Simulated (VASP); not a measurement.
SrVO3: single point with PBE+U

Crystal: SrVO3.

```xyz
5
Lattice="3.7538 0.0000 0.0000 0.0000 3.7538 0.0000 0.0000 0.0000 3.7538" Properties=species:S:1:pos:R:3 pbc="T T T"
Sr    0.0000    0.0000    0.0000
V     1.8769    1.8769    1.8769
O     1.8769    1.8769    0.0000
O     1.8769    0.0000    1.8769
O     0.0000    1.8769    1.8769
```

```json
{
  "Program": "VASP 6.6.1",
  "Task": "single point",
  "Functional": "PBE",
  "Potentials or basis": "VASP PAW PBE potentials, release 64 (Sr_sv, V_sv, O)",
  "Cutoff": "520 eV",
  "k mesh": "6 × 6 × 6",
  "Occupations": "gaussian, width 0.1 eV",
  "Spin": "collinear spin, ferromagnetic start",
  "Starting moments": "[0.0, 1.0, 0.0, 0.0, 0.0] μB",
  "Hubbard terms": "V d U = 3.25 eV",
  "Dipole correction": "no",
  "Further INCAR settings": "ALGO = Normal; EDIFF = 1e-07; NBANDS = 32"
}
```

```yaml
Pressure: 24.8 GPa
Band_gap_on_the_k_mesh: zero (filled and empty bands overlap)
Net_moment: 1.00 μB per cell
Site_moments: Sr +0.00; V +1.07; O -0.04 μB
Valence_electrons_inside_the_program's_atomic_spheres: Sr 8.08; V 11.70; O 5.11
```

Levels at points of the mesh, in eV from the Fermi level:
Spin up:
```tsv
k point	band 19	band 20	band 21	band 22	band 23	band 24
(0.00, 0.00, 0.00)	-2.50	-2.50	-1.85	-1.85	-1.85	1.36
(0.50, 0.00, 0.00)	-3.01	-3.01	-1.73	0.46	0.46	1.39
(0.50, 0.50, 0.00)	-3.80	-2.21	0.40	0.40	0.72	2.51
(0.50, 0.50, 0.50)	-2.10	-2.10	1.03	1.03	1.03	5.32
```
Spin down:
```csv
k point,band 16,band 17,band 18,band 19,band 20,band 21,band 22,band 23,band 24,band 25
"(0.00, 0.00, 0.00)",-3.53,-3.53,-2.56,-2.56,-2.56,0.27,0.27,0.27,1.99,1.99
"(0.50, 0.00, 0.00)",-4.62,-4.62,-4.51,-3.05,-3.05,0.49,2.03,2.30,2.30,4.44
"(0.50, 0.50, 0.00)",-5.30,-4.30,-3.84,-3.84,-2.29,2.31,2.31,2.75,3.11,6.39
"(0.50, 0.50, 0.50)",-5.99,-5.99,-2.18,-2.18,-2.18,3.03,3.03,3.03,5.36,5.36
```

Eigenvalues of the final occupation matrices:
| site | spin | trace | eigenvalues |
| --- | --- | --- | --- |
| site 2 d | 1 | 2.03 | 0.33 0.33 0.45 0.45 0.45 |
| site 2 d | 2 | 0.98 | 0.12 0.12 0.12 0.31 0.31 |

Run time: 31 s on 1 thread of AMD EPYC 9R45 96-Core Processor (Zen 5) (shared host), peak memory 0.18 GiB.

Caveat: the cell stands under pressure. The state reached can hang on the start; a lower one may exist.
